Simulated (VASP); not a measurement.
## ZnS (CsCl type): single point with PBE

The system is ZnS (CsCl type).

```
CELL_PARAMETERS angstrom
3.13219 0.00000 0.00000
0.00000 3.13219 0.00000
0.00000 0.00000 3.13219
ATOMIC_POSITIONS crystal
Zn 0.00000 0.00000 0.00000
S 0.50000 0.50000 0.50000
```

This cell differs from its parent crystal: volume scaled by 0.94.

```
Program                : VASP 6.6.1
Task                   : single point
Functional             : PBE
Potentials or basis    : VASP PAW PBE potentials, release 64 (Zn, S)
Cutoff                 : 520 eV
k mesh                 : 15 × 15 × 15
Occupations            : fermi-dirac, width 0.1 eV
Spin                   : no spin polarisation
Dipole correction      : no
Further INCAR settings : ALGO = Normal; EDIFF = 1e-07; NBANDS = 16
```

* Pressure: 5.5 GPa
* Band gap on the k mesh: zero (band 9 reaches 5.58 eV, above the bottom of band 10 at 4.29 eV)

Levels at points of the mesh, in eV from the Fermi level:
| k point | band 5 | band 6 | band 7 | band 8 | band 9 | band 10 | band 11 | band 12 | band 13 | band 14 |
| --- | --- | --- | --- | --- | --- | --- | --- | --- | --- | --- |
| (0.00, 0.00, 0.00) | -6.78 | -6.78 | -1.38 | -1.38 | -1.38 | -0.27 | 6.05 | 6.05 | 12.71 | 12.71 |

Wall time 14 s on 1 thread of Intel(R) Xeon(R) 6975P-C (Granite Rapids), on a shared host, peak memory 0.18 GiB.
